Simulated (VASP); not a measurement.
# CuO2 (Fm-3m) in VASP: notebook, part 2 of 2

VASP 6.6.1. The steps go on from the part before.

## (3) Single point, r2SCAN+U

This run uses another cell than the first one, of 11.24 Å³/atom.

Contents of POSCAR:

```
CuO2
1.0
    0.0000000000      2.5643886991      2.5643886991
    2.5643886991      0.0000000000      2.5643886991
    2.5643886991      2.5643886991      0.0000000000
Cu O
1 2
Direct
    0.0000000000      0.0000000000      0.0000000000
    0.2500000000      0.2500000000      0.2500000000
    0.7500000000      0.7500000000      0.7500000000
```

Contents of INCAR.step1:

```
PREC = Accurate ; ENCUT = 660
ISMEAR = 0 ; SIGMA = 0.1
LREAL = F ; LASPH = T
NELM = 200 ; LMAXMIX = 4
LDAU = T ; LDAUTYPE = 2
LDAUL = 2 -1 ; LDAUU = 4 0
LDAUJ = 0 0 ; NBANDS = 18
GGA = PE ; ALGO = Normal
EDIFF = 1E-5 ; LWAVE = T
LCHARG = F ; GGA_COMPAT = F
```

Contents of INCAR.step2:

```
PREC = Accurate ; ENCUT = 660
EDIFF = 1E-6 ; ISMEAR = 0
SIGMA = 0.1 ; LREAL = F
LASPH = T ; NELM = 200
ALGO = Normal ; ISIF = 2
LWAVE = F ; LCHARG = F
LMAXMIX = 4 ; LDAU = T
LDAUTYPE = 2 ; LDAUL = 2 -1
LDAUU = 4 0 ; LDAUJ = 0 0
LDAUPRINT = 1 ; METAGGA = R2SCAN
LMIXTAU = T ; NBANDS = 18
ISTART = 1 ; GGA_COMPAT = F
```

Contents of KPOINTS:

```
regular mesh
0
Gamma
  14 14 14
```

Potentials or basis: VASP PAW PBE potentials, release 64 (Cu, O).

On the command line:

```console
$ cat potpaw_PBE.64/Cu/POTCAR potpaw_PBE.64/O/POTCAR > POTCAR
$ cp INCAR.step1 INCAR
$ mpirun -np 1 vasp_std > vasp.out
$ cp INCAR.step2 INCAR
$ mpirun -np 1 vasp_std > vasp.out
```

OUTCAR:

```text
PREC = Accurate
   ENCUT = 660
   EDIFF = 1E-6
   ISMEAR = 0
   LREAL = F
   LASPH = T
   NELM = 200
   ISIF = 2
   METAGGA = R2SCAN
   ISTART = 1

 ion  position               nearest neighbor table
   1  0.000  0.000  0.000-   3 2.22   3 2.22   3 2.22   2 2.22   3 2.22   2 2.22   2 2.22   2 2.22

   2  0.250  0.250  0.250-   1 2.22   1 2.22   1 2.22   1 2.22
   3  0.750  0.750  0.750-   1 2.22   1 2.22   1 2.22   1 2.22

  LATTYP: Found a face centered cubic cell.
 ALAT       =     5.1287773982
[... 734 lines left out ...]

  FORCE on cell =-STRESS in cart. coord.  units (eV):
  Direction    XX          YY          ZZ          XY          YZ          ZX
  --------------------------------------------------------------------------------------
  -------------------------------------------------------------------------------------
  Total       -5.2753070     -5.2753070     -5.2753070      0.0000000     -0.0000000      0.0000000
  in kB     -250.5975184   -250.5975184   -250.5975184      0.0000000     -0.0000000      0.0000000
  external PRESSURE =    -250.5975184 kB  Pullay stress =       0.0000000 kB

 VOLUME and BASIS-vectors are now :
 -----------------------------------------------------------------------------
  energy-cutoff  :      660.00
  volume of cell :       33.73
      direct lattice vectors                 reciprocal lattice vectors
     0.000000000  2.564388699  2.564388699    -0.194978242  0.194978242  0.194978242
     2.564388699  0.000000000  2.564388699     0.194978242 -0.194978242  0.194978242
     2.564388699  2.564388699  0.000000000     0.194978242  0.194978242 -0.194978242

 POSITION                                       TOTAL-FORCE (eV/Angst)
 -----------------------------------------------------------------------------------
      0.00000      0.00000      0.00000        -0.000000      0.000000      0.000000
      1.28219      1.28219      1.28219        -0.000000     -0.000000     -0.000000
      3.84658      3.84658      3.84658         0.000000      0.000000      0.000000
 -----------------------------------------------------------------------------------
    total drift:                                0.000000     -0.000000     -0.000000

  FREE ENERGIE OF THE ION-ELECTRON SYSTEM (eV)
  ---------------------------------------------------
  free  energy   TOTEN  =       -19.8632279858 eV

  energy  without entropy=      -19.8089368707  energy(sigma->0) =      -19.83608243
```

OUTCAR.step1:

```text
PREC = Accurate
   ENCUT = 660
   ISMEAR = 0
   LREAL = F
[... 734 lines left out ...]
      0.00000      0.00000      0.00000        -0.000000     -0.000000     -0.000000
      1.28219      1.28219      1.28219        -0.000000     -0.000000     -0.000000
      3.84658      3.84658      3.84658         0.000000      0.000000      0.000000
 -----------------------------------------------------------------------------------
    total drift:                                0.000000     -0.000000     -0.000000

  FREE ENERGIE OF THE ION-ELECTRON SYSTEM (eV)
  ---------------------------------------------------
  free  energy   TOTEN  =       -10.8950428683 eV

  energy  without entropy=      -10.8395446593  energy(sigma->0) =      -10.86729376
```

OSZICAR.step1:

```text
N       E                     dE             d eps       ncg     rms          rms(c)
DAV:   1     0.202778869369E+03    0.20278E+03   -0.13540E+04  3862   0.208E+03
DAV:   2     0.475146963505E+01   -0.19803E+03   -0.18622E+03  4050   0.397E+02
DAV:   3    -0.160512767996E+02   -0.20803E+02   -0.19999E+02  4302   0.131E+02
DAV:   4    -0.166514715457E+02   -0.60019E+00   -0.59561E+00  4520   0.221E+01
DAV:   5    -0.166609518805E+02   -0.94803E-02   -0.94790E-02  4398   0.274E+00    0.228E+01
DAV:   6    -0.286943691057E+02   -0.12033E+02   -0.61657E+01  4458   0.281E+02    0.224E+01
DAV:   7    -0.133501858831E+02    0.15344E+02   -0.22900E+01  4156   0.137E+02    0.115E+01
DAV:   8    -0.125396663908E+02    0.81052E+00   -0.13381E+01  4180   0.112E+02    0.144E+01
DAV:   9    -0.109889052784E+02    0.15508E+01   -0.15310E+00  5508   0.403E+01    0.408E+00
DAV:  10    -0.112235211535E+02   -0.23462E+00   -0.31320E+00  4822   0.458E+01    0.516E+00
DAV:  11    -0.109676725804E+02    0.25585E+00   -0.35928E-01  5194   0.191E+01    0.277E+00
DAV:  12    -0.109046062551E+02    0.63066E-01   -0.84005E-02  5162   0.840E+00    0.116E+00
DAV:  13    -0.108957840838E+02    0.88222E-02   -0.58569E-02  5830   0.631E+00    0.435E-01
DAV:  14    -0.108951013641E+02    0.68272E-03   -0.73166E-03  5582   0.151E+00    0.122E-01
DAV:  15    -0.108950319724E+02    0.69392E-04   -0.38802E-04  5612   0.356E-01    0.150E-02
DAV:  16    -0.108951435336E+02   -0.11156E-03   -0.32384E-04  4380   0.508E-01    0.117E-01
DAV:  17    -0.108950471929E+02    0.96341E-04   -0.19166E-04  3946   0.411E-01    0.217E-02
DAV:  18    -0.108950428683E+02    0.43247E-05   -0.78745E-06  1958   0.711E-02
   1 F= -.10895043E+02 E0= -.10867294E+02  d E =-.554982E-01
```

Run time: 9.1 min. Hardware: 1 thread of Oxide Virtual Turin-like, shared host; peak memory 0.19 GiB.

Results:

```
Free energy            : -19.8632 eV
Pressure               : -25.1 GPa
Band gap on the k mesh : zero (an odd number of electrons rules out a gap without spin polarisation)
```

Levels at points of the mesh, in eV from the Fermi level:
```tsv
k point	band 7	band 8	band 9	band 10	band 11	band 12	band 13	band 14	band 15	band 16
(0.00, 0.00, 0.00)	-2.96	-0.69	-0.69	-0.69	-0.15	-0.15	-0.15	5.46	12.64	12.64
(0.50, 0.00, 0.00)	-2.83	-2.57	-2.11	-2.11	-2.06	-0.04	-0.04	9.26	10.87	15.55
(0.50, 0.50, 0.00)	-3.03	-2.86	-2.53	-2.17	0.13	0.55	0.55	8.90	11.82	12.45
```

Eigenvalues of the final occupation matrices:
| site | spin | trace | eigenvalues |
| --- | --- | --- | --- |
| site 1 d | 1 | 4.57 | 0.88 0.88 0.88 0.97 0.97 |
| site 1 d | 2 | 4.57 | 0.88 0.88 0.88 0.97 0.97 |

Caveat: the cell stands under tension; the PAW data sets were made with another functional, which shifts forces and pressure a little; an odd number of electrons without spin polarisation forces a metal; a magnetic or distorted state may lie lower; U without spin polarisation on a metal has little footing.
